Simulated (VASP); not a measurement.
# CoHg3 (Pm-3m) in VASP: single point with r2SCAN

Aim: the single point of CoHg3 with r2SCAN.

Everything below comes from runs of VASP 6.6.1. Logs are shortened: lines on timing, memory, paths and dates and some standing lists are left out, and cuts for length are marked.

### 1 The cell of the first run

Symmetry: Pm-3m, No. 221, cubic system. The conventional cell has a = 4.312 Å, b = 4.312 Å, c = 4.312 Å, α = 90.00°, β = 90.00°, γ = 90.00°. Within 4.0 Å of Co (site symmetry m-3m) lie 12 Hg at 3.05 Å. Within 4.0 Å of Hg (site symmetry 4/mmm) lie 4 Co at 3.05 Å and 8 Hg at 3.05 Å.

### 2 Single point, r2SCAN, collinear spin, ferromagnetic start

POSCAR reads:

```
CoHg3
1.0
    4.3124694018      0.0000000000      0.0000000000
    0.0000000000      4.3124694018      0.0000000000
    0.0000000000      0.0000000000      4.3124694018
Co Hg
1 3
Direct
    0.0000000000      0.0000000000      0.0000000000
    0.0000000000      0.5000000000      0.5000000000
    0.5000000000      0.0000000000      0.5000000000
    0.5000000000      0.5000000000      0.0000000000
```

INCAR.step1 reads:

```
SYSTEM = CoHg3
PREC = Accurate
ENCUT = 520
ISMEAR = 0
SIGMA = 0.1
LREAL = .FALSE.
LASPH = .TRUE.
NELM = 150
ISPIN = 2
MAGMOM = 2.28 0 0 0
LMAXMIX = 4
NBANDS = 34
GGA = PE
ALGO = Normal
EDIFF = 1E-4
LWAVE = .TRUE.
LCHARG = .FALSE.
```

INCAR.step2 reads:

```
SYSTEM = CoHg3
PREC = Accurate
ENCUT = 520
EDIFF = 1E-7
ISMEAR = 0
SIGMA = 0.1
LREAL = .FALSE.
LASPH = .TRUE.
NELM = 150
ALGO = Normal
ISIF = 2
LWAVE = .FALSE.
LCHARG = .FALSE.
ISPIN = 2
MAGMOM = 2.28 0 0 0
LORBIT = 11
LMAXMIX = 4
METAGGA = R2SCAN
LMIXTAU = .TRUE.
NBANDS = 34
ISTART = 1
```

KPOINTS reads:

```
Automatic mesh
0
G
  4 4 4
  0 0 0
```

Potentials or basis: VASP PAW PBE potentials, release 64 (Co, Hg).

Command:

```sh
$ cat potpaw_PBE.64/Co/POTCAR potpaw_PBE.64/Hg/POTCAR > POTCAR
$ cp INCAR.step1 INCAR
$ mpirun -np 1 vasp_std > vasp.out
$ cp INCAR.step2 INCAR
$ mpirun -np 1 vasp_std > vasp.out
```

OUTCAR:

```text
SYSTEM = CoHg3
   PREC = Accurate
   ENCUT = 520
   EDIFF = 1E-7
   ISMEAR = 0
   LREAL = .FALSE.
   LASPH = .TRUE.
   NELM = 150
   ISIF = 2
   ISPIN = 2
   LORBIT = 11
   METAGGA = R2SCAN
   ISTART = 1

 ion  position               nearest neighbor table
   1  0.000  0.000  0.000-   2 3.05   3 3.05   4 3.05   2 3.05   3 3.05   2 3.05   4 3.05   2 3.05
                             3 3.05   4 3.05   3 3.05   4 3.05
   2  0.000  0.500  0.500-   1 3.05   3 3.05   4 3.05   1 3.05   4 3.05   1 3.05   3 3.05   1 3.05
                             3 3.05   4 3.05   4 3.05   3 3.05
   3  0.500  0.000  0.500-   1 3.05   2 3.05   4 3.05   1 3.05   4 3.05   2 3.05   4 3.05   4 3.05
                             1 3.05   2 3.05   1 3.05   2 3.05
   4  0.500  0.500  0.000-   1 3.05   2 3.05   3 3.05   2 3.05   3 3.05   1 3.05   3 3.05   3 3.05
                             1 3.05   2 3.05   2 3.05   1 3.05

  LATTYP: Found a simple cubic cell.
 ALAT       =     4.3124694018

  Lattice vectors:

 A1 = (   4.3124694018,   0.0000000000,   0.0000000000)
 A2 = (   0.0000000000,   4.3124694018,   0.0000000000)
 A3 = (   0.0000000000,   0.0000000000,   4.3124694018)

Analysis of symmetry for initial positions (statically):
=====================================================================
 Subroutine PRICEL returns:
 Original cell was already a primitive cell.

 Routine SETGRP: Setting up the symmetry group for a
 simple cubic supercell.

 Subroutine GETGRP returns: Found 48 space group operations
 (whereof 48 operations were pure point group operations)
 out of a pool of 48 trial point group operations.

The static configuration has the point symmetry O_h .

Analysis of symmetry for dynamics (positions and initial velocities):
=====================================================================
 Subroutine PRICEL returns:
 Original cell was already a primitive cell.

 Routine SETGRP: Setting up the symmetry group for a
 simple cubic supercell.

 Subroutine GETGRP returns: Found 48 space group operations
 (whereof 48 operations were pure point group operations)
 out of a pool of 48 trial point group operations.

The dynamic configuration has the point symmetry O_h .

Analysis of structural, dynamic, and magnetic symmetry:
=====================================================================
 Subroutine PRICEL returns:
 Original cell was already a primitive cell.

 Routine SETGRP: Setting up the symmetry group for a
 simple cubic supercell.

 Subroutine GETGRP returns: Found 48 space group operations
 (whereof 48 operations were pure point group operations)
 out of a pool of 48 trial point group operations.

The overall configuration has the point symmetry O_h .

 Subroutine INISYM returns: Found 48 space group operations
 (whereof 48 operations are pure point group operations),
 and found     1 'primitive' translations

----------------------------------------------------------------------------------------

                                     Primitive cell

  volume of cell :      80.2007

  direct lattice vectors                    reciprocal lattice vectors
     4.312469402  0.000000000  0.000000000     0.231885703  0.000000000  0.000000000
     0.000000000  4.312469402  0.000000000     0.000000000  0.231885703  0.000000000
     0.000000000  0.000000000  4.312469402     0.000000000  0.000000000  0.231885703

  length of vectors
     4.312469402  4.312469402  4.312469402     0.231885703  0.231885703  0.231885703

  position of ions in fractional coordinates (direct lattice)
     0.000000000  0.000000000  0.000000000
     0.000000000  0.500000000  0.500000000
     0.500000000  0.000000000  0.500000000
     0.500000000  0.500000000  0.000000000

  ion indices of the primitive-cell ions
   primitive index   ion index
                 1           1
                 2           2
                 3           3
                 4           4

----------------------------------------------------------------------------------------

 KPOINTS: Automatic mesh

Automatic generation of k-mesh.
 Grid dimensions read from file:
 generate k-points for:    4    4    4

 Generating k-lattice:

  Cartesian coordinates                     Fractional coordinates (reciprocal lattice)
     0.057971426  0.000000000  0.000000000     0.250000000  0.000000000  0.000000000
     0.000000000  0.057971426  0.000000000     0.000000000  0.250000000  0.000000000
     0.000000000  0.000000000  0.057971426     0.000000000  0.000000000  0.250000000

  Length of vectors
     0.057971426  0.057971426  0.057971426

  Shift w.r.t. Gamma in fractional coordinates (k-lattice)
     0.000000000  0.000000000  0.000000000

 Subroutine IBZKPT returns following result:
 ===========================================

 Found     10 irreducible k-points:

 Following reciprocal coordinates:
            Coordinates               Weight
  0.000000  0.000000  0.000000      1.000000
  0.250000  0.000000  0.000000      6.000000
  0.500000  0.000000  0.000000      3.000000
  0.250000  0.250000  0.000000     12.000000
  0.500000  0.250000  0.000000     12.000000
  0.500000  0.500000  0.000000      3.000000
  0.250000  0.250000  0.250000      8.000000
  0.500000  0.250000  0.250000     12.000000
  0.500000  0.500000  0.250000      6.000000
  0.500000  0.500000  0.500000      1.000000
   k-points           NKPTS =     10   k-points in BZ     NKDIM =     10   number of bands    NBANDS=     34
   number of dos      NEDOS =    301   number of ions     NIONS =      4
   total plane-waves  NPLWV =  32768
   dimension x,y,z NGX =    32 NGY =   32 NGZ =   32
   dimension x,y,z NGXF=    64 NGYF=   64 NGZF=   64
   ions per type =               1   3
   NGX,Y,Z   is equivalent  to a cutoff of  12.34, 12.34, 12.34 a.u.
   NGXF,Y,Z  is equivalent  to a cutoff of  24.67, 24.67, 24.67 a.u.
 SYSTEM =  CoHg3
   PREC   = accura    normal or accurate (medium, high low for compatibility)
   ISTART =      1    job   : 0-new  1-cont  2-samecut
   ICHARG =      0    charge: 1-file 2-atom 10-const
   ISPIN  =      2    spin polarized calculation?
   LNONCOLLINEAR =      F non collinear calculations
   LSORBIT =      F    spin-orbit coupling
   LASPH  =      T    aspherical Exc in radial PAW
   ENCUT  =  520.0 eV  38.22 Ry    6.18 a.u.   8.02  8.02  8.02*2*pi/ulx,y,z
   NELM   =    150;   NELMIN=  2; NELMDL=  0     # of ELM steps
   EDIFF  = 0.1E-06   stopping-criterion for ELM
   LREAL  =      F    real-space projection
   EDIFFG = 0.1E-05   stopping-criterion for IOM
   NSW    =      0    number of steps for IOM
   IBRION =     -1    ionic relax: 0-MD 1-quasi-New 2-CG
   NFREE  =      0    steps in history (QN), initial steepest desc. (CG)
   ISIF   =      2    stress and relaxation
   ISYM   =      2    0-nonsym 1-usesym 2-fastsym
   POTIM  = 0.5000    time-step for ionic-motion
   TEBEG  =    0.0;   TEEND  =   0.0 temperature during run
   PSTRESS=    0.0 pullay stress
   NELECT =      45.0000    total number of electrons
   NUPDOWN=      -1.0000    fix difference up-down
   EMIN   =  10.00;   EMAX   =-10.00  energy-range for DOS
   EFERMI =   0.00;   METHOD = LEGACY
   ISMEAR =     0;   SIGMA  =   0.10  broadening in eV -4-tet -1-fermi 0-gaus
   EFERMI_NEDOS =   21; number of points for ismear=-14 and -15
   IALGO  =     38    algorithm
   IMIX   =      4    mixing-type and parameters
     AMIX     =   0.40;   BMIX     =  1.00
     AMIX_MAG =   1.60;   BMIX_MAG =  1.00
  volume/ion in A,a.u.               =      20.05       135.31
  Fermi-wavevector in a.u.,A,eV,Ry     =   1.350267  2.551635 24.806426  1.823221
  Thomas-Fermi vector in A             =   2.477786
   LORBIT       =     11    0 simple, 1 ext, 2 COOP (PROOUT), +10 PAW based schemes
   METAGGA = R2SCAN    functional components
   LHFCALC =     F    Hartree Fock is set to
   AEXX    =    0.0000 exact exchange contribution
   IVDW    =     0    specifies the selected vdW correction
   LEPSILON=     F    determine dielectric tensor
   LRPA    =     F    only Hartree local field effects (RPA)
 spin polarized calculation
 Gauss-broadening in eV      SIGMA  =   0.10
  energy-cutoff  :      520.00
  volume of cell :       80.20
 maximum number of plane-waves:      2176
   NGX = 17   NGY = 17   NGZ = 17

 number of electron      45.0000004 magnetization       1.9323850

 Free energy of the ion-electron system (eV)
  ---------------------------------------------------
  ext. energy  EPLUGINS =         0.00000000
  ---------------------------------------------------
  free energy    TOTEN  =      -159.38456506 eV

  energy without entropy =     -159.37531539  energy(sigma->0) =     -159.37994022

 E-fermi :   4.3746     XC(G=0): -12.1468

 val. band max:        4.2375105758   @ k =   0.5000   0.2500   0.0000
 cond. band min:       4.3872065461   @ k =   0.5000   0.2500   0.2500
 fundamental gap:      0.1496959704
 Fermi energy:         4.3746084824

 spin component 1

 k-point     1 :       0.0000    0.0000    0.0000
  band No.  band energies     occupation
      1      -5.9360      1.00000
      2      -4.8780      1.00000
      3      -4.6785      1.00000
      4      -4.6785      1.00000
      5      -4.6785      1.00000
      6      -4.3411      1.00000
[... 359 lines left out ...]
     33      18.7268      0.00000
     34      18.7268      0.00000
 Fermi energy:         4.3746084824

 spin component 2

 k-point     1 :       0.0000    0.0000    0.0000
  band No.  band energies     occupation
      1      -5.9478      1.00000
      2      -4.8720      1.00000
      3      -4.6722      1.00000
      4      -4.6722      1.00000
      5      -4.6722      1.00000
      6      -4.3478      1.00000
[... 359 lines left out ...]
     33      18.7295      0.00000
     34      18.7295      0.00000

------------------------ aborting loop because EDIFF is reached ----------------------------------------

  FORCE on cell =-STRESS in cart. coord.  units (eV):
  Direction    XX          YY          ZZ          XY          YZ          ZX
  --------------------------------------------------------------------------------------
  -------------------------------------------------------------------------------------
  Total       -0.9224073     -0.9224073     -0.9224073     -0.0000000     -0.0000000     -0.0000000
  in kB      -18.4270256    -18.4270256    -18.4270256     -0.0000000     -0.0000000     -0.0000000
  external PRESSURE =     -18.4270256 kB  Pullay stress =       0.0000000 kB

 VOLUME and BASIS-vectors are now :
 -----------------------------------------------------------------------------
  energy-cutoff  :      520.00
  volume of cell :       80.20
      direct lattice vectors                 reciprocal lattice vectors
     4.312469402  0.000000000  0.000000000     0.231885703  0.000000000  0.000000000
     0.000000000  4.312469402  0.000000000     0.000000000  0.231885703  0.000000000
     0.000000000  0.000000000  4.312469402     0.000000000  0.000000000  0.231885703

 POSITION                                       TOTAL-FORCE (eV/Angst)
 -----------------------------------------------------------------------------------
      0.00000      0.00000      0.00000         0.000000      0.000000      0.000000
      0.00000      2.15623      2.15623         0.000000      0.000000      0.000000
      2.15623      0.00000      2.15623         0.000000      0.000000      0.000000
      2.15623      2.15623      0.00000         0.000000      0.000000      0.000000
 -----------------------------------------------------------------------------------
    total drift:                                0.000000     -0.000000     -0.000000

  FREE ENERGIE OF THE ION-ELECTRON SYSTEM (eV)
  ---------------------------------------------------
  free  energy   TOTEN  =      -159.3845650583 eV

  energy  without entropy=     -159.3753153883  energy(sigma->0) =     -159.37994022

 total charge

# of ion       s       p       d       tot
------------------------------------------
    1        0.296   0.194   7.262   7.752
    2        0.822   0.378   9.309  10.509
    3        0.822   0.378   9.309  10.509
    4        0.822   0.378   9.309  10.509
--------------------------------------------------
tot          2.763   1.326  35.189  39.278

 magnetization (x)

# of ion       s       p       d       tot
------------------------------------------
    1        0.039   0.003   1.979   2.021
    2        0.016  -0.026   0.009  -0.000
    3        0.016  -0.026   0.009  -0.000
    4        0.016  -0.026   0.009  -0.000
--------------------------------------------------
tot          0.088  -0.074   2.007   2.020
```

Wall time 6.2 min (1 thread of Oxide Virtual Turin-like, shared host); peak memory 0.2 GiB.

What came out:

```
Free energy                                           : -159.3846 eV
Pressure                                              : -1.8 GPa
Net moment                                            : 1.93 μB per cell
Site moments                                          : Co +2.02; Hg -0.00 μB
Valence electrons inside the program's atomic spheres : Co 7.75; Hg 10.51
```

Caveat: the k points lie up to 0.36 Å⁻¹ apart; the PAW data sets were made with another functional, which shifts forces and pressure a little; spin-orbit coupling is left out, which moves the levels of the heavy elements.
